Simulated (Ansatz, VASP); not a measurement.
# Two plane-wave programs on HRh6

```
CELL_PARAMETERS angstrom
5.41634 0.00000 0.00000
0.00000 5.41634 0.00000
0.00000 0.00000 21.67374
ATOMIC_POSITIONS crystal
Rh 0.25000 0.25000 0.18456
Rh 0.25000 0.75000 0.18456
Rh 0.75000 0.25000 0.18456
Rh 0.75000 0.75000 0.18456
Rh 0.00000 0.00000 0.26938
Rh 0.00000 0.50000 0.26938
Rh 0.50000 0.00000 0.26938
Rh 0.50000 0.50000 0.26938
Rh 0.25000 0.25000 0.35406
Rh 0.25000 0.75000 0.35406
Rh 0.75000 0.25000 0.35406
Rh 0.75000 0.75000 0.35406
H 0.41516 0.50000 0.41911
H 0.58484 0.50000 0.41911
```

Alike in both runs: task single point; functional PBE; k mesh 5 × 5 × 1; occupations gaussian, width 0.1 eV; no spin polarisation.

```csv
,VASP,Ansatz
version,VASP 6.6.1,Ansatz 0.2.0
potentials or method,"VASP PAW PBE potentials, release 64 (Rh_pv, H), cutoff 520 eV","scalar-relativistic, plane waves, PAW"
valence electrons in the cell,182,206
```

```csv
,VASP,Ansatz,Ansatz less VASP
gap on the k mesh at the Fermi level (eV),none,none,-
rms of the force components (eV/Å),0.145,0.145,+0.0004
```

Atom by atom the forces differ by 0.002 eV/Å (rms over components). A gap of «none» marks a metal or a gap that the smearing closes. VASP's potentials hold 182 valence electrons a cell and Ansatz's 206, so a difference there can come from the potentials and not from the codes.
